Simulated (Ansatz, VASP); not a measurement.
Two plane-wave programs on Cd2Mo

INCAR

```
PREC = Accurate ; ENCUT = 630
EDIFF = 1E-7 ; ISMEAR = 0
SIGMA = 0.1 ; LREAL = F
LASPH = T ; NELM = 120
ALGO = Normal ; ISIF = 3
LWAVE = F ; LCHARG = F
GGA = PE ; IBRION = 2
NSW = 90 ; EDIFFG = -0.04
GGA_COMPAT = F ; NELMIN = 4
```

KPOINTS

```
regular mesh
0
Gamma
  6 6 6
```

File POSCAR:

```
Cd2Mo
1.0
    0.0000000000      3.1265817547      3.1265817547
    3.1265817547      0.0000000000      3.1265817547
    3.1265817547      3.1265817547      0.0000000000
Cd Mo
2 1
Direct
    0.2500000000      0.2500000000      0.2500000000
    0.7500000000      0.7500000000      0.7500000000
    0.0000000000      0.0000000000      0.0000000000
```

Input for Ansatz:

```yaml
crystal:
  lattice:
    - [0.0, 3.1265817547, 3.1265817547]
    - [3.1265817547, 0.0, 3.1265817547]
    - [3.1265817547, 3.1265817547, 0.0]
  atoms:
    - { symbol: Cd, position: [0.25, 0.25, 0.25] }
    - { symbol: Cd, position: [0.75, 0.75, 0.75] }
    - { symbol: Mo, position: [0.0, 0.0, 0.0] }
basis:
  ecutwfc: 420
kpoints:
  mp_grid: { grid: [6, 6, 6] }
hamiltonian:
  xc: pbe
scf:
  occupations: { method: gaussian, width: 0.1 }
  lower_state_search: "off"
output:
  forces: true
  stress: true
  eigenvalues: true
relax:
  adjacent_minimum: "off"
  f_tol: 0.04
  max_steps: 70
  cell: { stress_tol: 0.4 }
```

Alike in both runs: task relaxation of cell and atoms; functional PBE; k mesh 6 × 6 × 6; occupations gaussian, width 0.1 eV; no spin polarisation.

```csv
,VASP,Ansatz
version,VASP 6.6.1,Ansatz 0.2.0
potentials or method,"VASP PAW PBE potentials, release 64 (Cd_sv_GW, Mo_sv), cutoff 630 eV","scalar-relativistic, plane waves, PAW"
valence electrons in the cell,54,54
```

Ansatz gave:

```
gap on the k mesh at the Fermi level, each at its own relaxed structure (eV)  : none
relaxed volume (Å³/atom)                                                      : 23.09
relaxed length of the cell vector where the two differ most in proportion (Å) : 4.610
```

What did VASP give for the same quantities?

gap on the k mesh at the Fermi level, each at its own relaxed structure (eV): none; relaxed volume (Å³/atom): 22.81; relaxed length of the cell vector where the two differ most in proportion (Å): 4.591.

A gap of «none» marks a metal or a gap that the smearing closes.
